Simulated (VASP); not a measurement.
# Nb (Im-3m) in VASP: a series of runs

Runs on Nb. Level: PBEsol. Tasks: single point.

Program: VASP 6.6.1. These are calculated values, not measurements. Logs are shortened: lines on timing, memory, paths and dates and some standing lists are left out, and cuts for length are marked.

**1. The cell of the first run**

It takes space group Im-3m (No. 229, cubic). The conventional cell has a = 3.271 Å, b = 3.271 Å, c = 3.271 Å, α = 90.00°, β = 90.00°, γ = 90.00°. Within 3.7 Å of Nb (site symmetry m-3m) lie 14 Nb at 2.83 to 3.27 Å.

**2. Single point, PBEsol**

Input file INCAR:

```
SYSTEM = Nb
PREC     = Accurate       ! precision mode
ENCUT    = 520            ! plane-wave cutoff, eV
EDIFF    = 1E-6           ! SCF threshold, eV
ISMEAR   = -1             ! smearing method
SIGMA    = 0.1            ! smearing width, eV
LREAL    = .FALSE.        ! projectors in reciprocal space
LASPH    = .TRUE.         ! aspherical terms in the spheres
NELM     = 60             ! most SCF steps
ALGO     = Normal         ! electronic algorithm
ISIF     = 2              ! what is computed and relaxed
LWAVE    = .FALSE.        ! write WAVECAR
LCHARG   = .FALSE.        ! write CHGCAR
GGA      = PS             ! functional
NBANDS   = 12             ! bands
```

Input file KPOINTS:

```
regular mesh
0
G
  13 13 13
  0 0 0
```

Input file POSCAR:

```
Nb
1.0
   -1.6353030344      1.6353030344      1.6353030344
    1.6353030344     -1.6353030344      1.6353030344
    1.6353030344      1.6353030344     -1.6353030344
Nb
1
Direct
    0.0000000000      0.0000000000      0.0000000000
```

Potentials or basis: VASP PAW PBE potentials, release 64 (Nb_sv).

The run is started by

```
$ cat potpaw_PBE.64/Nb_sv/POTCAR > POTCAR
$ mpirun -np 1 vasp_std > vasp.out
```

OUTCAR:

```text
SYSTEM = Nb
   PREC = Accurate
   ENCUT = 520
   EDIFF = 1E-6
   ISMEAR = -1
   LREAL = .FALSE.
   LASPH = .TRUE.
   NELM = 60
   ISIF = 2
   GGA = PS

 ion  position               nearest neighbor table
   1  0.000  0.000  0.000-

  LATTYP: Found a body centered cubic cell.
 ALAT       =     3.2706060688

  Lattice vectors:

 A1 = (  -1.6353030344,   1.6353030344,   1.6353030344)
 A2 = (   1.6353030344,  -1.6353030344,   1.6353030344)
 A3 = (   1.6353030344,   1.6353030344,  -1.6353030344)

Analysis of symmetry for initial positions (statically):
=====================================================================
 Subroutine PRICEL returns:
 Original cell was already a primitive cell.

 Routine SETGRP: Setting up the symmetry group for a
 body centered cubic supercell.

 Subroutine GETGRP returns: Found 48 space group operations
 (whereof 48 operations were pure point group operations)
 out of a pool of 48 trial point group operations.

The static configuration has the point symmetry O_h .

Analysis of symmetry for dynamics (positions and initial velocities):
=====================================================================
 Subroutine PRICEL returns:
 Original cell was already a primitive cell.

 Routine SETGRP: Setting up the symmetry group for a
 body centered cubic supercell.

 Subroutine GETGRP returns: Found 48 space group operations
 (whereof 48 operations were pure point group operations)
 out of a pool of 48 trial point group operations.

The dynamic configuration has the point symmetry O_h .

 Subroutine INISYM returns: Found 48 space group operations
 (whereof 48 operations are pure point group operations),
 and found     1 'primitive' translations

----------------------------------------------------------------------------------------

                                     Primitive cell

  volume of cell :      17.4926

  direct lattice vectors                    reciprocal lattice vectors
    -1.635303034  1.635303034  1.635303034     0.000000000  0.305753729  0.305753729
     1.635303034 -1.635303034  1.635303034     0.305753729  0.000000000  0.305753729
     1.635303034  1.635303034 -1.635303034     0.305753729  0.305753729  0.000000000

  length of vectors
     2.832427941  2.832427941  2.832427941     0.432401070  0.432401070  0.432401070

  position of ions in fractional coordinates (direct lattice)
     0.000000000  0.000000000  0.000000000

  ion indices of the primitive-cell ions
   primitive index   ion index
                 1           1

----------------------------------------------------------------------------------------

 KPOINTS: regular mesh

Automatic generation of k-mesh.
 Grid dimensions read from file:
 generate k-points for:   13   13   13

 Generating k-lattice:

  Cartesian coordinates                     Fractional coordinates (reciprocal lattice)
     0.000000000  0.023519518  0.023519518     0.076923077  0.000000000  0.000000000
     0.023519518  0.000000000  0.023519518     0.000000000  0.076923077  0.000000000
     0.023519518  0.023519518  0.000000000     0.000000000  0.000000000  0.076923077

  Length of vectors
     0.033261621  0.033261621  0.033261621

  Shift w.r.t. Gamma in fractional coordinates (k-lattice)
     0.000000000  0.000000000  0.000000000

 Subroutine IBZKPT returns following result:
 ===========================================

 Found     84 irreducible k-points:

 Following reciprocal coordinates:
            Coordinates               Weight
  0.000000  0.000000  0.000000      1.000000
  0.076923  0.000000  0.000000     12.000000
  0.153846  0.000000  0.000000     12.000000
  0.230769  0.000000  0.000000     12.000000
  0.307692  0.000000  0.000000     12.000000
  0.384615  0.000000  0.000000     12.000000
[... 16 lines left out ...]
  0.153846  0.076923  0.076923     24.000000
  0.230769  0.076923  0.076923     24.000000
 [... further k-points ...]
   k-points           NKPTS =     84   k-points in BZ     NKDIM =     84   number of bands    NBANDS=     12
   number of dos      NEDOS =    301   number of ions     NIONS =      1
   total plane-waves  NPLWV =  13824
   dimension x,y,z NGX =    24 NGY =   24 NGZ =   24
   dimension x,y,z NGXF=    48 NGYF=   48 NGZF=   48
   ions per type =               1
   NGX,Y,Z   is equivalent  to a cutoff of  14.09, 14.09, 14.09 a.u.
   NGXF,Y,Z  is equivalent  to a cutoff of  28.17, 28.17, 28.17 a.u.
 SYSTEM =  Nb
   PREC   = accura    normal or accurate (medium, high low for compatibility)
   ISTART =      0    job   : 0-new  1-cont  2-samecut
   ICHARG =      2    charge: 1-file 2-atom 10-const
   ISPIN  =      1    spin polarized calculation?
   LNONCOLLINEAR =      F non collinear calculations
   LSORBIT =      F    spin-orbit coupling
   LASPH  =      T    aspherical Exc in radial PAW
   ENCUT  =  520.0 eV  38.22 Ry    6.18 a.u.   5.27  5.27  5.27*2*pi/ulx,y,z
   NELM   =     60;   NELMIN=  2; NELMDL= -5     # of ELM steps
   EDIFF  = 0.1E-05   stopping-criterion for ELM
   LREAL  =      F    real-space projection
   EDIFFG = 0.1E-04   stopping-criterion for IOM
   NSW    =      0    number of steps for IOM
   IBRION =     -1    ionic relax: 0-MD 1-quasi-New 2-CG
   NFREE  =      0    steps in history (QN), initial steepest desc. (CG)
   ISIF   =      2    stress and relaxation
   ISYM   =      2    0-nonsym 1-usesym 2-fastsym
   POTIM  = 0.5000    time-step for ionic-motion
   TEBEG  =    0.0;   TEEND  =   0.0 temperature during run
   PSTRESS=    0.0 pullay stress
   NELECT =      13.0000    total number of electrons
   NUPDOWN=      -1.0000    fix difference up-down
   EMIN   =  10.00;   EMAX   =-10.00  energy-range for DOS
   EFERMI =   0.00;   METHOD = LEGACY
   ISMEAR =    -1;   SIGMA  =   0.10  broadening in eV -4-tet -1-fermi 0-gaus
   EFERMI_NEDOS =   21; number of points for ismear=-14 and -15
   IALGO  =     38    algorithm
   IMIX   =      4    mixing-type and parameters
     AMIX     =   0.40;   BMIX     =  1.00
     AMIX_MAG =   1.60;   BMIX_MAG =  1.00
  volume/ion in A,a.u.               =      17.49       118.05
  Fermi-wavevector in a.u.,A,eV,Ry     =   1.482874  2.802226 29.918076  2.198917
  Thomas-Fermi vector in A             =   2.596606
   LORBIT       =      0    0 simple, 1 ext, 2 COOP (PROOUT), +10 PAW based schemes
   GGA     = PS    functional components
   LHFCALC =     F    Hartree Fock is set to
   AEXX    =    0.0000 exact exchange contribution
   IVDW    =     0    specifies the selected vdW correction
   LEPSILON=     F    determine dielectric tensor
   LRPA    =     F    only Hartree local field effects (RPA)
 non-spin polarized calculation
  energy-cutoff  :      520.00
  volume of cell :       17.49
 maximum number of plane-waves:       480
 NGX is ok and might be reduce to    24
   NGX = 11   NGY = 11   NGZ = 11

 number of electron      13.0000001 magnetization

 Free energy of the ion-electron system (eV)
  ---------------------------------------------------
  ext. energy  EPLUGINS =         0.00000000
  ---------------------------------------------------
  free energy    TOTEN  =       -10.98073352 eV

  energy without entropy =      -10.93812326  energy(sigma->0) =      -10.95942839

 E-fermi :  11.4848     XC(G=0): -12.7807

 val. band max:       11.4627496016   @ k =  -0.1538   0.1538   0.0769
 cond. band min:      11.4863732764   @ k =   0.3846   0.2308   0.0000
 fundamental gap:      0.0236236748
 Fermi energy:        11.4848149810

 k-point     1 :       0.0000    0.0000    0.0000
  band No.  band energies     occupation
      1     -42.7680      2.00000
      2     -18.0178      2.00000
      3     -18.0178      2.00000
      4     -18.0178      2.00000
      5       5.4325      2.00000
      6      11.8182      0.06884
      7      11.8182      0.06884
      8      11.8182      0.06884
      9      14.8267      0.00000
     10      14.8267      0.00000
     11      25.7482      0.00000
     12      25.7482      0.00000

 k-point     2 :       0.0769    0.0000    0.0000
  band No.  band energies     occupation
      1     -42.7525      2.00000
      2     -18.1109      2.00000
      3     -18.0458      2.00000
      4     -18.0186      2.00000
      5       5.6850      2.00000
      6      11.6615      0.29175
      7      11.7777      0.10149
      8      12.0618      0.00622
      9      14.5915      0.00000
     10      14.8269      0.00000
     11      25.9565      0.00000
     12      26.1857      0.00000

 k-point     3 :       0.1538    0.0000    0.0000
  band No.  band energies     occupation
      1     -42.7091      2.00000
      2     -18.3636      2.00000
      3     -18.1228      2.00000
      4     -18.0210      2.00000
      5       6.3704      2.00000
      6      11.2591      1.81060
      7      11.5906      0.51558
      8      12.7749      0.00000
      9      14.2434      0.00000
     10      14.8512      0.00000
     11      26.3518      0.00000
     12      27.4223      0.00000

 k-point     4 :       0.2308    0.0000    0.0000
  band No.  band energies     occupation
      1     -42.6472      2.00000
      2     -18.7077      2.00000
      3     -18.2294      2.00000
      4     -18.0245      2.00000
      5       7.2282      2.00000
      6      10.7543      1.99866
      7      11.3496      1.58884
      8      13.9022      0.00000
      9      14.2413      0.00000
     10      14.9459      0.00000
     11      26.1813      0.00000
     12      27.9507      0.00000

 k-point     5 :       0.3077    0.0000    0.0000
  band No.  band energies     occupation
      1     -42.5808      2.00000
      2     -19.0594      2.00000
      3     -18.3405      2.00000
      4     -18.0283      2.00000
      5       7.7498      2.00000
      6      10.2789      1.99999
      7      11.6416      0.34517
      8      14.5314      0.00000
      9      15.1341      0.00000
     10      15.3333      0.00000
     11      25.1358      0.00000
     12      26.7758      0.00000
[... 228 lines left out ...]
      1     -42.4569      2.00000
      2     -19.1665      2.00000
      3     -18.9369      2.00000
      4     -18.2052      2.00000
      5       9.1458      2.00000
      6      10.2807      1.99999
      7      10.9130      1.99345
      8      15.0662      0.00000
      9      15.5630      0.00000
     10      21.7567      0.00000
     11      22.1338      0.00000
     12      23.8974      0.00000

 k-point    22 :       0.0769    0.0769    0.0769
  band No.  band energies     occupation
      1     -42.6835      2.00000
      2     -18.5321      2.00000
      3     -18.0839      2.00000
      4     -18.0839      2.00000
      5       6.7944      2.00000
      6      11.0799      1.96571
      7      11.0799      1.96571
      8      13.5604      0.00000
      9      14.5747      0.00000
     10      14.5747      0.00000
     11      26.7214      0.00000
     12      27.6972      0.00000

 k-point    23 :       0.1538    0.0769    0.0769
  band No.  band energies     occupation
      1     -42.6274      2.00000
      2     -18.8183      2.00000
      3     -18.1993      2.00000
      4     -18.0940      2.00000
      5       7.6620      2.00000
      6      10.5780      1.99977
      7      10.7495      1.99872
      8      14.4717      0.00000
      9      14.8848      0.00000
     10      14.8956      0.00000
     11      26.8408      0.00000
     12      27.7509      0.00000

 k-point    24 :       0.2308    0.0769    0.0769
  band No.  band energies     occupation
      1     -42.5672      2.00000
      2     -19.0911      2.00000
      3     -18.3435      2.00000
      4     -18.1049      2.00000
      5       8.2615      2.00000
      6      10.1548      2.00000
      7      10.9347      1.99187
      8      14.6440      0.00000
      9      15.1821      0.00000
     10      16.4362      0.00000
     11      25.6689      0.00000
     12      26.5817      0.00000

 [... further k-points ...]

------------------------ aborting loop because EDIFF is reached ----------------------------------------

  FORCE on cell =-STRESS in cart. coord.  units (eV):
  Direction    XX          YY          ZZ          XY          YZ          ZX
  --------------------------------------------------------------------------------------
  -------------------------------------------------------------------------------------
  Total       -0.0345660     -0.0345660     -0.0345660      0.0000000      0.0000000     -0.0000000
  in kB       -3.1659559     -3.1659559     -3.1659559      0.0000000      0.0000000     -0.0000000
  external PRESSURE =      -3.1659559 kB  Pullay stress =       0.0000000 kB

 VOLUME and BASIS-vectors are now :
 -----------------------------------------------------------------------------
  energy-cutoff  :      520.00
  volume of cell :       17.49
      direct lattice vectors                 reciprocal lattice vectors
    -1.635303034  1.635303034  1.635303034     0.000000000  0.305753729  0.305753729
     1.635303034 -1.635303034  1.635303034     0.305753729  0.000000000  0.305753729
     1.635303034  1.635303034 -1.635303034     0.305753729  0.305753729  0.000000000

 POSITION                                       TOTAL-FORCE (eV/Angst)
 -----------------------------------------------------------------------------------
      0.00000      0.00000      0.00000         0.000000      0.000000      0.000000
 -----------------------------------------------------------------------------------
    total drift:                                0.000000      0.000000     -0.000000

  FREE ENERGIE OF THE ION-ELECTRON SYSTEM (eV)
  ---------------------------------------------------
  free  energy   TOTEN  =       -10.9807335179 eV

  energy  without entropy=      -10.9381232644  energy(sigma->0) =      -10.95942839
```

Wall time 10 s (1 thread of Intel Xeon Platinum 8488C (Sapphire Rapids), shared host); peak memory 0.14 GiB.

What came out:

* Free energy: -10.9807 eV
* Pressure: -0.3 GPa

Caveat: the PAW data sets were made with another functional, which shifts forces and pressure a little.

**3. Single point, PBEsol (volume scaled by 0.88)**

Input file INCAR:

```
SYSTEM = Nb
ALGO = Normal ; EDIFF = 1E-6
ENCUT = 520 ; GGA = PS
ISIF = 2 ; ISMEAR = -1
LASPH = .True. ; LCHARG = .False.
LREAL = .False. ; LWAVE = .False.
NBANDS = 12 ; NELM = 100
PREC = Accurate ; SIGMA = 0.1
```

Input file KPOINTS:

```
k-points
0
Gamma
  22 22 22
  0 0 0
```

Input file POSCAR:

```
Nb
1.0
   -1.5670846862      1.5670846862      1.5670846862
    1.5670846862     -1.5670846862      1.5670846862
    1.5670846862      1.5670846862     -1.5670846862
Nb
1
Direct
    0.0000000000      0.0000000000      0.0000000000
```

Potentials or basis: VASP PAW PBE potentials, release 64 (Nb_sv).

The run is started by

```
$ cat potpaw_PBE.64/Nb_sv/POTCAR > POTCAR
$ mpirun -np 1 vasp_std > vasp.out
```

OUTCAR:

```text
SYSTEM = Nb
   EDIFF = 1E-6
   ENCUT = 520
   GGA = PS
   ISIF = 2
   ISMEAR = -1
   LASPH = .True.
   LREAL = .False.
   NELM = 100
   PREC = Accurate

 ion  position               nearest neighbor table
   1  0.000  0.000  0.000-

  LATTYP: Found a body centered cubic cell.
 ALAT       =     3.1341693724

  Lattice vectors:

 A1 = (  -1.5670846862,   1.5670846862,   1.5670846862)
 A2 = (   1.5670846862,  -1.5670846862,   1.5670846862)
[... 538 lines left out ...]
     12      30.5243      0.00000

 [... further k-points ...]

------------------------ aborting loop because EDIFF is reached ----------------------------------------

  FORCE on cell =-STRESS in cart. coord.  units (eV):
  Direction    XX          YY          ZZ          XY          YZ          ZX
  --------------------------------------------------------------------------------------
  -------------------------------------------------------------------------------------
  Total        2.8207716      2.8207716      2.8207716     -0.0000000      0.0000000      0.0000000
  in kB      293.5899063    293.5899063    293.5899063     -0.0000000      0.0000000      0.0000000
  external PRESSURE =     293.5899063 kB  Pullay stress =       0.0000000 kB

 VOLUME and BASIS-vectors are now :
 -----------------------------------------------------------------------------
  energy-cutoff  :      520.00
  volume of cell :       15.39
      direct lattice vectors                 reciprocal lattice vectors
    -1.567084686  1.567084686  1.567084686     0.000000000  0.319063803  0.319063803
     1.567084686 -1.567084686  1.567084686     0.319063803  0.000000000  0.319063803
     1.567084686  1.567084686 -1.567084686     0.319063803  0.319063803  0.000000000

 POSITION                                       TOTAL-FORCE (eV/Angst)
 -----------------------------------------------------------------------------------
      0.00000      0.00000      0.00000        -0.000000     -0.000000      0.000000
 -----------------------------------------------------------------------------------
    total drift:                                0.000000     -0.000000      0.000000

  FREE ENERGIE OF THE ION-ELECTRON SYSTEM (eV)
  ---------------------------------------------------
  free  energy   TOTEN  =       -10.7989809987 eV

  energy  without entropy=      -10.7586160979  energy(sigma->0) =      -10.77879855
```

OSZICAR:

```text
N       E                     dE             d eps       ncg     rms          rms(c)
DAV:   1     0.120272468030E+03    0.12027E+03   -0.74136E+03  7896   0.111E+03
DAV:   2    -0.645415410358E+01   -0.12673E+03   -0.12195E+03  8468   0.401E+02
DAV:   3    -0.108827232725E+02   -0.44286E+01   -0.42421E+01 11180   0.666E+01
DAV:   4    -0.111288235655E+02   -0.24610E+00   -0.24435E+00 10992   0.141E+01
DAV:   5    -0.111379140481E+02   -0.90905E-02   -0.90868E-02 11204   0.231E+00    0.940E+00
DAV:   6    -0.108255430242E+02    0.31237E+00   -0.49542E-01 12820   0.913E+00    0.357E+00
DAV:   7    -0.107923600394E+02    0.33183E-01   -0.17077E-01 12964   0.532E+00    0.954E-01
DAV:   8    -0.107989136910E+02   -0.65537E-02   -0.14687E-02  9180   0.161E+00    0.364E-02
DAV:   9    -0.107989719169E+02   -0.58226E-04   -0.10760E-03 11364   0.266E-01    0.507E-02
DAV:  10    -0.107989890899E+02   -0.17173E-04   -0.43981E-05  9936   0.727E-02    0.294E-02
DAV:  11    -0.107989809531E+02    0.81367E-05   -0.11677E-05 10404   0.592E-02    0.662E-03
DAV:  12    -0.107989809987E+02   -0.45581E-07   -0.54473E-07  6396   0.905E-03
   1 F= -.10798981E+02 E0= -.10778799E+02  d E =-.403649E-01
```

Wall time 30 s (1 thread of Intel Xeon Platinum 8488C (Sapphire Rapids), shared host); peak memory 0.17 GiB.

Results:

```
Free energy : -10.7990 eV
Pressure    : 29.4 GPa
```

Levels at points of the mesh, in eV from the Fermi level:
```tsv
k point	band 2	band 3	band 4	band 5	band 6	band 7	band 8	band 9	band 10	band 11
(0.00, 0.00, 0.00)	-29.06	-29.06	-29.06	-6.22	0.25	0.25	0.25	3.71	3.71	14.56
(0.50, 0.00, 0.00)	-31.26	-29.74	-29.09	-4.49	-2.24	3.18	3.87	4.69	7.76	12.05
(0.50, 0.50, 0.50)	-30.53	-30.53	-30.53	-4.80	-4.80	6.75	6.75	6.75	10.48	10.48
```

Caveat: the PAW data sets were made with another functional, which shifts forces and pressure a little.

(Continued in part 2 of 2.)
